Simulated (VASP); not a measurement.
Runs of VASP 6.6.1 on Na2S. The structure is that of space group Fm-3m (No. 225), or close to it. The cells are those of the table. 

| cell | gap on the mesh (eV) | pressure (GPa) |
| --- | --- | --- |
| a = 4.720 Å, angles 60.0°, 3 atoms | 2.07 | (c) |
| a = 4.598 Å, angles 60.0°, 3 atoms | (a) | -1.6 |
| a = 4.690 Å, angles 60.0°, 3 atoms | 2.12 | (b) |
| a = 4.660 Å, angles 60.0°, 3 atoms | 2.18 | -2.6 |
| a = 4.567 Å, angles 60.0°, 3 atoms | 2.37 | -1.1 |

Alike in all rows: task single point; level LDA; potentials or basis VASP PAW LDA potentials, release 64 (S, Na_pv); no spin polarisation; k mesh 7 × 7 × 7; cutoff (eV) 500; smearing fermi-dirac 0.05 eV.

Task: Estimate the missing entries.

Result: (a) 2.31; (b) -3.0; (c) -3.4.

Caveats: the cell stands under tension (at least some runs).

